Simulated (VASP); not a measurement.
Write the native input for VASP 6.6.1 that does the following.

* Task: single point
* Functional: PBE
* Potentials or basis: VASP PAW PBE potentials, release 64 (Si, Ni)
* Cutoff: 520 eV
* k mesh: 11 × 11 × 11
* Occupations: gaussian, width 0.05 eV
* Spin: collinear spin, ferromagnetic start
* Starting moments: [0.0, 0.0, 1.0] μB
* Dipole correction: no
* Further INCAR settings: ALGO = Normal; EDIFF = 1e-06; NBANDS = 20

The structure of Si2Ni lies in POSCAR:

```
Si2Ni
1.0
    3.8226190000      0.0000000000      0.0000000000
    1.9113095000      3.3104851630      0.0000000000
    1.9113095000      1.1034950543      3.1211553437
Si Ni
2 1
Direct
    0.2500000000      0.2500000000      0.2500000000
    0.7500000000      0.7500000000      0.7500000000
    0.0000000000      0.0000000000      0.0000000000
```

These files were run (other wordings do the same):

INCAR

```
ALGO = Normal
EDIFF = 1E-6
ENCUT = 520
GGA = PE
ISIF = 2
ISMEAR = 0
ISPIN = 2
LASPH = T
LCHARG = T
LELF = T
LMAXMIX = 4
LORBIT = 11
LREAL = F
LVHAR = T
LWAVE = F
MAGMOM = 0 0 1
NBANDS = 20
NELM = 150
PREC = Accurate
SIGMA = 0.05
```

KPOINTS

```
k-points
0
Gamma
  11 11 11
```

Potentials or basis: VASP PAW PBE potentials, release 64 (Si, Ni).

Run with:

```sh
$ cat potpaw_PBE.64/Si/POTCAR potpaw_PBE.64/Ni/POTCAR > POTCAR
$ mpirun -np 1 vasp_std > vasp.out
```

It gave:

The pressure is 3.2 GPa. The band gap on the k mesh is zero (filled and empty bands overlap) and the net moment is 0.00 μB per cell. The valence electrons inside the program's atomic spheres are Si 1.59; Ni 9.81.

Wall time 65 s on 1 thread of Intel(R) Xeon(R) Platinum 8488C (Sapphire Rapids) (shared host), peak memory 0.21 GiB.
